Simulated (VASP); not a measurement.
Here is a VASP 6.6.1 calculation.

File POSCAR:

```
ScBi2
1.0
    0.0000000000      4.3363015035      4.3363015035
    4.3363015035      0.0000000000      4.3363015035
    4.3363015035      4.3363015035      0.0000000000
Sc Bi
2 4
Direct
    0.0000000000      0.0000000000      0.0000000000
    0.2500000000      0.2500000000      0.2500000000
    0.6250000000      0.6250000000      0.6250000000
    0.1250000000      0.6250000000      0.6250000000
    0.6250000000      0.6250000000      0.1250000000
    0.6250000000      0.1250000000      0.6250000000
```

The input INCAR.step1:

```
SYSTEM = ScBi2
  PREC = Accurate
  ENCUT = 520
  ISMEAR = 0
  SIGMA = 0.1
  LREAL = .FALSE.
  LASPH = .TRUE.
  NELM = 80
  NBANDS = 50
  GGA = PE
  ALGO = Normal
  EDIFF = 1E-4
  LWAVE = .TRUE.
  LCHARG = .FALSE.
```

INCAR.step2

```
SYSTEM = ScBi2
  PREC = Accurate
  ENCUT = 520
  EDIFF = 1E-6
  ISMEAR = 0
  SIGMA = 0.1
  LREAL = .FALSE.
  LASPH = .TRUE.
  NELM = 80
  ALGO = Normal
  ISIF = 2
  LWAVE = .FALSE.
  LCHARG = .FALSE.
  METAGGA = R2SCAN
  LMIXTAU = .TRUE.
  NBANDS = 50
  ISTART = 1
```

The input KPOINTS:

```
Automatic mesh
0
G
  4 4 4
  0 0 0
```

Potentials or basis: VASP PAW PBE potentials, release 64 (Sc_sv, Bi_d).

Run with:

```sh
$ cat potpaw_PBE.64/Sc_sv/POTCAR potpaw_PBE.64/Bi_d/POTCAR > POTCAR
$ cp INCAR.step1 INCAR
$ mpirun -np 1 vasp_std > vasp.out
$ cp INCAR.step2 INCAR
$ mpirun -np 1 vasp_std > vasp.out
```

(1) Predict the band gap on the k mesh.

(2) Predict the pressure.

Answers

(1) zero (bands 41 and 42 overlap by 1.36 eV).

(2) 9.0 GPa.

Caveat: the cell stands under pressure; the PAW data sets were made with another functional, which shifts forces and pressure a little; spin-orbit coupling is left out, which moves the levels of the heavy elements.
